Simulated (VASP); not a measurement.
# MnPt (P4/mmm) in VASP: relaxation of cell and atoms with LDA

Aim: the relaxation of cell and atoms of MnPt with LDA.

Everything below comes from runs of VASP 6.6.1. Logs are shortened: lines on timing, memory, paths and dates and some standing lists are left out, and cuts for length are marked.

### Step 1. The cell of the first run

The structure is tetragonal, space group P4/mmm (No. 123). The conventional cell has a = 2.757 Å, b = 2.757 Å, c = 3.573 Å, α = 90.00°, β = 90.00°, γ = 90.00°. Mn (site symmetry 4/mmm) has 8 Pt at 2.64 Å and 6 Mn at 2.76 to 3.57 Å within 3.6 Å. Pt (site symmetry 4/mmm) has 8 Mn at 2.64 Å and 6 Pt at 2.76 to 3.57 Å within 3.6 Å.

### Step 2. Relaxation of cell and atoms, LDA, collinear spin, ferromagnetic start

INCAR

```
SYSTEM = MnPt
  PREC = Accurate
  ENCUT = 500
  EDIFF = 1E-7
  ISMEAR = 0
  SIGMA = 0.2
  LREAL = .False.
  LASPH = .True.
  NELM = 200
  ALGO = Normal
  ISIF = 3
  LWAVE = .False.
  LCHARG = .False.
  ISPIN = 2
  MAGMOM = 3.52 0.33
  LORBIT = 11
  LMAXMIX = 4
  IBRION = 2
  NSW = 80
  EDIFFG = -0.001
  GGA_COMPAT = .False.
  NELMIN = 4
```

KPOINTS

```
Automatic mesh
0
Gamma
  16 16 12
  0 0 0
```

POSCAR

```
MnPt
1.0
    2.7568045916      0.0000000000      0.0000000000
    0.0000000000      2.7568045916      0.0000000000
    0.0000000000      0.0000000000      3.5728419285
Mn Pt
1 1
Direct
    0.0000000000      0.0000000000      0.0000000000
    0.5000000000      0.5000000000      0.5000000000
```

Potentials or basis: VASP PAW LDA potentials, release 64 (Mn_pv, Pt).

Command:

```
> cat potpaw_LDA.64/Mn_pv/POTCAR potpaw_LDA.64/Pt/POTCAR > POTCAR
> mpirun -np 1 vasp_std > vasp.out
```

OUTCAR:

```text
SYSTEM = MnPt
   PREC = Accurate
   ENCUT = 500
   EDIFF = 1E-7
   ISMEAR = 0
   LREAL = .False.
   LASPH = .True.
   NELM = 200
   ISIF = 3
   ISPIN = 2
   LORBIT = 11
   IBRION = 2
   NSW = 80
   EDIFFG = -0.001
   NELMIN = 4

 ion  position               nearest neighbor table
   1  0.000  0.000  0.000-   2 2.64   2 2.64   2 2.64   2 2.64   2 2.64   2 2.64   2 2.64   2 2.64

   2  0.500  0.500  0.500-   1 2.64   1 2.64   1 2.64   1 2.64   1 2.64   1 2.64   1 2.64   1 2.64

  LATTYP: Found a simple tetragonal cell.
 ALAT       =     2.7568045916
 C/A-ratio  =     1.2960084075

  Lattice vectors:

 A1 = (   2.7568045916,   0.0000000000,   0.0000000000)
 A2 = (   0.0000000000,   2.7568045916,   0.0000000000)
 A3 = (   0.0000000000,   0.0000000000,   3.5728419285)

Analysis of symmetry for initial positions (statically):
=====================================================================
 Subroutine PRICEL returns:
 Original cell was already a primitive cell.

 Routine SETGRP: Setting up the symmetry group for a
 simple tetragonal supercell.

 Subroutine GETGRP returns: Found 16 space group operations
 (whereof 16 operations were pure point group operations)
 out of a pool of 16 trial point group operations.

The static configuration has the point symmetry D_4h.

Analysis of symmetry for dynamics (positions and initial velocities):
=====================================================================
 Subroutine PRICEL returns:
 Original cell was already a primitive cell.

 Routine SETGRP: Setting up the symmetry group for a
 simple tetragonal supercell.

 Subroutine GETGRP returns: Found 16 space group operations
 (whereof 16 operations were pure point group operations)
 out of a pool of 16 trial point group operations.

The dynamic configuration has the point symmetry D_4h.

Analysis of structural, dynamic, and magnetic symmetry:
=====================================================================
 Subroutine PRICEL returns:
 Original cell was already a primitive cell.

 Routine SETGRP: Setting up the symmetry group for a
 simple tetragonal supercell.

 Subroutine GETGRP returns: Found 16 space group operations
 (whereof 16 operations were pure point group operations)
 out of a pool of 16 trial point group operations.

The overall configuration has the point symmetry D_4h.

 Subroutine INISYM returns: Found 16 space group operations
 (whereof 16 operations are pure point group operations),
 and found     1 'primitive' translations

----------------------------------------------------------------------------------------

                                     Primitive cell

  volume of cell :      27.1535

  direct lattice vectors                    reciprocal lattice vectors
     2.756804592  0.000000000  0.000000000     0.362738804  0.000000000  0.000000000
     0.000000000  2.756804592  0.000000000     0.000000000  0.362738804  0.000000000
     0.000000000  0.000000000  3.572841928     0.000000000  0.000000000  0.279889237

  length of vectors
     2.756804592  2.756804592  3.572841928     0.362738804  0.362738804  0.279889237

  position of ions in fractional coordinates (direct lattice)
     0.000000000  0.000000000  0.000000000
     0.500000000  0.500000000  0.500000000

  ion indices of the primitive-cell ions
   primitive index   ion index
                 1           1
                 2           2

----------------------------------------------------------------------------------------

 KPOINTS: Automatic mesh

Automatic generation of k-mesh.
 Grid dimensions read from file:
 generate k-points for:   16   16   12

 Generating k-lattice:

  Cartesian coordinates                     Fractional coordinates (reciprocal lattice)
     0.022671175  0.000000000  0.000000000     0.062500000  0.000000000  0.000000000
     0.000000000  0.022671175  0.000000000     0.000000000  0.062500000  0.000000000
     0.000000000  0.000000000  0.023324103     0.000000000  0.000000000  0.083333333

  Length of vectors
     0.022671175  0.022671175  0.023324103

  Shift w.r.t. Gamma in fractional coordinates (k-lattice)
     0.000000000  0.000000000  0.000000000

 Subroutine IBZKPT returns following result:
 ===========================================

 Found    315 irreducible k-points:

 Following reciprocal coordinates:
            Coordinates               Weight
  0.000000  0.000000  0.000000      1.000000
  0.062500  0.000000  0.000000      4.000000
  0.125000  0.000000  0.000000      4.000000
  0.187500  0.000000  0.000000      4.000000
  0.250000  0.000000  0.000000      4.000000
  0.312500  0.000000  0.000000      4.000000
[... 16 lines left out ...]
  0.437500  0.125000  0.000000      8.000000
  0.500000  0.125000  0.000000      4.000000
 [... further k-points ...]
   k-points           NKPTS =    315   k-points in BZ     NKDIM =    315   number of bands    NBANDS=     17
   number of dos      NEDOS =    301   number of ions     NIONS =      2
   total plane-waves  NPLWV =  11200
   dimension x,y,z NGX =    20 NGY =   20 NGZ =   28
   dimension x,y,z NGXF=    40 NGYF=   40 NGZF=   56
   ions per type =               1   1
   NGX,Y,Z   is equivalent  to a cutoff of  12.06, 12.06, 13.03 a.u.
   NGXF,Y,Z  is equivalent  to a cutoff of  24.12, 24.12, 26.06 a.u.
 SYSTEM =  MnPt
   PREC   = accura    normal or accurate (medium, high low for compatibility)
   ISTART =      0    job   : 0-new  1-cont  2-samecut
   ICHARG =      2    charge: 1-file 2-atom 10-const
   ISPIN  =      2    spin polarized calculation?
   LNONCOLLINEAR =      F non collinear calculations
   LSORBIT =      F    spin-orbit coupling
   LASPH  =      T    aspherical Exc in radial PAW
   ENCUT  =  500.0 eV  36.75 Ry    6.06 a.u.   5.03  5.03  6.51*2*pi/ulx,y,z
   NELM   =    200;   NELMIN=  4; NELMDL= -5     # of ELM steps
   EDIFF  = 0.1E-06   stopping-criterion for ELM
   LREAL  =      F    real-space projection
   EDIFFG = -.1E-02   stopping-criterion for IOM
   NSW    =     80    number of steps for IOM
   IBRION =      2    ionic relax: 0-MD 1-quasi-New 2-CG
   NFREE  =      1    steps in history (QN), initial steepest desc. (CG)
   ISIF   =      3    stress and relaxation
   ISYM   =      2    0-nonsym 1-usesym 2-fastsym
   POTIM  = 0.5000    time-step for ionic-motion
   TEBEG  =    0.0;   TEEND  =   0.0 temperature during run
   PSTRESS=    0.0 pullay stress
   NELECT =      23.0000    total number of electrons
   NUPDOWN=      -1.0000    fix difference up-down
   EMIN   =  10.00;   EMAX   =-10.00  energy-range for DOS
   EFERMI =   0.00;   METHOD = LEGACY
   ISMEAR =     0;   SIGMA  =   0.20  broadening in eV -4-tet -1-fermi 0-gaus
   EFERMI_NEDOS =   21; number of points for ismear=-14 and -15
   IALGO  =     38    algorithm
   IMIX   =      4    mixing-type and parameters
     AMIX     =   0.40;   BMIX     =  1.00
     AMIX_MAG =   1.60;   BMIX_MAG =  1.00
  volume/ion in A,a.u.               =      13.58        91.62
  Fermi-wavevector in a.u.,A,eV,Ry     =   1.548967  2.927123 32.644445  2.399299
  Thomas-Fermi vector in A             =   2.653842
   LORBIT       =     11    0 simple, 1 ext, 2 COOP (PROOUT), +10 PAW based schemes
   GGA     = CA    functional components
   LHFCALC =     F    Hartree Fock is set to
   AEXX    =    0.0000 exact exchange contribution
   IVDW    =     0    specifies the selected vdW correction
   LEPSILON=     F    determine dielectric tensor
   LRPA    =     F    only Hartree local field effects (RPA)
 conjugate gradient relaxation of ions
 spin polarized calculation
 Gauss-broadening in eV      SIGMA  =   0.20
  energy-cutoff  :      500.00
  volume of cell :       27.15
 maximum number of plane-waves:       704
   NGX = 11   NGY = 11   NGZ = 13

--------------------------------------- Ionic step        1  -------------------------------------------

 number of electron      22.9999982 magnetization       3.3317007

 Free energy of the ion-electron system (eV)
  ---------------------------------------------------
  ext. energy  EPLUGINS =         0.00000000
  ---------------------------------------------------
  free energy    TOTEN  =       -17.71180116 eV

  energy without entropy =      -17.65448576  energy(sigma->0) =      -17.68314346

------------------------ aborting loop because EDIFF is reached ----------------------------------------

  FORCE on cell =-STRESS in cart. coord.  units (eV):
  Direction    XX          YY          ZZ          XY          YZ          ZX
  --------------------------------------------------------------------------------------
  -------------------------------------------------------------------------------------
  Total       -0.5841758     -0.5841758     -0.1436133      0.0000000      0.0000000     -0.0000000
  in kB      -34.4689743    -34.4689743     -8.4738267      0.0000000      0.0000000     -0.0000000
  external PRESSURE =     -25.8039251 kB  Pullay stress =       0.0000000 kB
[... 89 lines left out ...]
  FREE ENERGIE OF THE ION-ELECTRON SYSTEM (eV)
  ---------------------------------------------------
  free  energy   TOTEN  =       -17.6686507768 eV

  energy  without entropy=      -17.6141269653  energy(sigma->0) =      -17.64138887

[... ionic steps 4 to 20 ...]

--------------------------------------- Ionic step       21  -------------------------------------------

 number of electron      22.9999992 magnetization       1.9136903

------------------------ aborting loop because EDIFF is reached ----------------------------------------
[... 67 lines left out ...]
--------------------------------------- Ionic step       23  -------------------------------------------

 number of electron      22.9999992 magnetization       1.9133534

 Free energy of the ion-electron system (eV)
  ---------------------------------------------------
  ext. energy  EPLUGINS =         0.00000000
  ---------------------------------------------------
  free energy    TOTEN  =       -17.79421203 eV

  energy without entropy =      -17.74114944  energy(sigma->0) =      -17.76768073

 E-fermi :  11.4634     XC(G=0): -14.0160

 val. band max:       11.4626651489   @ k =   0.5000   0.2500   0.4167
 cond. band min:      11.4636484139   @ k =   0.5000   0.1875   0.5000
 fundamental gap:      0.0009832650
 Fermi energy:        11.4634091526

 spin component 1

 k-point     1 :       0.0000    0.0000    0.0000
  band No.  band energies     occupation
      1     -37.1689      1.00000
      2     -36.8478      1.00000
      3     -36.8478      1.00000
      4       1.1789      1.00000
      5       4.3414      1.00000
      6       4.4020      1.00000
[... 459 lines left out ...]
      6       6.2700      1.00000
[... 9 lines left out ...]
     16      22.9980      0.00000
     17      23.3525      0.00000

 [... further k-points ...]

 spin component 2

 k-point     1 :       0.0000    0.0000    0.0000
  band No.  band energies     occupation
      1     -35.2956      1.00000
      2     -35.1212      1.00000
      3     -35.1212      1.00000
      4       1.3493      1.00000
      5       4.4769      1.00000
      6       4.6899      1.00000
[... 500 lines left out ...]
  FREE ENERGIE OF THE ION-ELECTRON SYSTEM (eV)
  ---------------------------------------------------
  free  energy   TOTEN  =       -17.7942120291 eV

  energy  without entropy=      -17.7411494383  energy(sigma->0) =      -17.76768073

 reached required accuracy - stopping structural energy minimisation

 total charge

# of ion       s       p       d       tot
------------------------------------------
    1        0.345   6.323   5.120  11.788
    2        0.776   0.817   8.039   9.633
--------------------------------------------------
tot          1.121   7.140  13.159  21.421

 magnetization (x)

# of ion       s       p       d       tot
------------------------------------------
    1        0.004   0.008   1.774   1.785
    2       -0.016  -0.031   0.117   0.069
--------------------------------------------------
tot         -0.013  -0.024   1.891   1.854
```

Run time: 68 min. Hardware: 1 thread of Oxide Virtual Turin-like, shared host; peak memory 0.32 GiB.

What came out:

```yaml
Free_energy: -17.7942 eV
Relaxed_volume: 12.79 Å³/atom
Relaxed_cell: a = 2.635 Å, b = 2.635 Å, c = 3.685 Å, α = 90.00°, β = 90.00°, γ = 90.00°
Space_group_after_relaxing_to_0.1_Å: P4/mmm (No. 123)
Energy_gained_by_relaxing: 41.2 meV/atom
Ionic_steps: 23
Pressure_after_relaxing: 0.0 GPa
Net_moment: 1.91 μB per cell
Site_moments: Mn +1.78; Pt +0.07 μB
Valence_electrons_inside_the_program's_atomic_spheres: Mn 11.79; Pt 9.63
```

Step by step:
| step | energy change (eV) | largest force (eV/Å) | pressure (GPa) | volume (Å³) |
| --- | --- | --- | --- | --- |
| 1 | 0.0000 | 0.0000 | -2.58 | 27.15 |
| 2 | -0.0242 | 0.0000 | -3.70 | 26.30 |
| 3 | 0.0432 | 0.0000 | 21.50 | 23.84 |
| 4 | -0.0429 | 0.0000 | 0.51 | 25.65 |
| 5 | -0.0446 | 0.0000 | 3.46 | 25.32 |
| 6 | -0.0448 | 0.0000 | 2.74 | 25.40 |
| 7 | -0.0479 | 0.0000 | 4.05 | 25.26 |
| 8 | -0.0495 | 0.0000 | 6.11 | 25.06 |
| 9 | -0.0562 | 0.0000 | 5.51 | 25.11 |
| 10 | -0.0715 | 0.0000 | 3.77 | 25.24 |
| 11 | -0.0819 | 0.0000 | 0.74 | 25.51 |
| 12 | -0.0820 | 0.0000 | 1.01 | 25.48 |
| 13 | -0.0823 | 0.0000 | 0.59 | 25.53 |
| 14 | -0.0824 | 0.0000 | 0.07 | 25.58 |
| 15 | -0.0824 | 0.0000 | 0.03 | 25.58 |
| 16 | -0.0824 | 0.0000 | 0.01 | 25.59 |
| 17 | -0.0824 | 0.0000 | 0.01 | 25.59 |
| 18 | -0.0824 | 0.0000 | -0.01 | 25.59 |
| 19 | -0.0824 | 0.0000 | -0.05 | 25.59 |
| 20 | -0.0824 | 0.0000 | -0.02 | 25.59 |
| 21 | -0.0824 | 0.0000 | -0.02 | 25.59 |
| 22 | -0.0824 | 0.0000 | -0.01 | 25.59 |
| 23 | -0.0824 | 0.0000 | 0.00 | 25.59 |

Final structure:
```cif
data_structure
_symmetry_space_group_name_H-M 'P 1'
_symmetry_Int_Tables_number 1
_cell_length_a 2.6352
_cell_length_b 2.6352
_cell_length_c 3.6845
_cell_angle_alpha 90.000
_cell_angle_beta 90.000
_cell_angle_gamma 90.000
_cell_volume 25.59
loop_
_atom_site_label
_atom_site_type_symbol
_atom_site_fract_x
_atom_site_fract_y
_atom_site_fract_z
_atom_site_occupancy
Mn1 Mn 0.00000 0.00000 0.00000 1
Pt1 Pt 0.50000 0.50000 0.50000 1
```

Levels at points of the mesh, in eV from the Fermi level:
Spin up:
| k point | band 9 | band 10 | band 11 | band 12 | band 13 | band 14 | band 15 | band 16 | band 17 |
| --- | --- | --- | --- | --- | --- | --- | --- | --- | --- |
| (0.00, 0.00, 0.00) | -2.30 | -1.44 | -1.05 | 0.20 | 0.62 | 0.62 | 2.10 | 10.84 | 12.52 |
| (0.50, 0.00, 0.00) | -2.83 | -2.65 | -2.00 | -1.28 | -0.77 | 1.81 | 2.33 | 11.34 | 11.49 |
| (0.50, 0.50, 0.00) | 0.18 | 0.58 | 0.65 | 0.65 | 0.72 | 1.90 | 1.90 | 8.94 | 11.53 |
| (0.00, 0.00, 0.50) | -2.55 | -2.55 | -1.67 | -1.05 | -1.03 | -1.03 | -0.26 | 16.14 | 16.86 |
| (0.50, 0.00, 0.50) | -2.18 | -0.70 | -0.52 | 0.14 | 0.27 | 0.29 | 0.32 | 5.74 | 8.31 |
| (0.50, 0.50, 0.50) | -2.88 | -2.24 | -1.01 | 0.59 | 0.72 | 7.63 | 7.63 | 9.19 | 9.45 |
Spin down:
| k point | band 9 | band 10 | band 11 | band 12 | band 13 | band 14 |
| --- | --- | --- | --- | --- | --- | --- |
| (0.00, 0.00, 0.00) | -1.22 | -1.16 | 0.33 | 1.80 | 1.84 | 1.84 |
| (0.50, 0.00, 0.00) | -1.96 | -1.67 | -1.31 | 0.37 | 0.74 | 2.47 |
| (0.50, 0.50, 0.00) | 1.10 | 1.82 | 1.85 | 1.85 | 2.12 | 2.12 |
| (0.00, 0.00, 0.50) | -2.49 | -1.88 | -0.98 | -0.15 | 0.43 | 0.43 |
| (0.50, 0.00, 0.50) | -0.80 | -0.53 | -0.27 | 0.79 | 1.60 | 1.62 |
| (0.50, 0.50, 0.50) | -1.79 | -1.79 | 0.68 | 0.69 | 2.14 | 8.13 |

Caveat: spin-orbit coupling is left out, which moves the levels of the heavy elements. LDA usually gives volumes a few per cent too small.
